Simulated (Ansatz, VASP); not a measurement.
# CuO: VASP beside Ansatz

```
Cu O
1.0
     0.00000    2.32725    2.35053
     2.32725    0.00000    2.35053
     2.32725    2.32725    0.00000
Cu O
1 1
Direct
  0.00000 0.00000 0.00000
  0.25000 0.25000 0.25000
```

Alike in both runs: functional PBE; k mesh 8 × 8 × 8; occupations fermi-dirac, width 0.05 eV; no spin polarisation.

|  | VASP | Ansatz |
| --- | --- | --- |
| version | VASP 6.6.1 | Ansatz 0.2.0 |
| potentials or method | VASP PAW PBE potentials, release 64 (Cu, O) | Ansatz PAW |
| plane-wave cutoff (eV) | 520 | 420 |
| valence electrons in the cell | 17 | 25 |
| task | single point | band structure |

```csv
,VASP,Ansatz,Ansatz less VASP
gap on the k mesh at the Fermi level (eV),none,none,-
pressure (GPa),-10.1,-10.5,-0.43
"traceless stress, the component that is largest in VASP (GPa)",-0.21,-0.22,-0.010
```

A gap of «none» marks a metal or a gap that the smearing closes. VASP's potentials hold 17 valence electrons a cell and Ansatz's 25, so a difference there can come from the potentials and not from the codes.
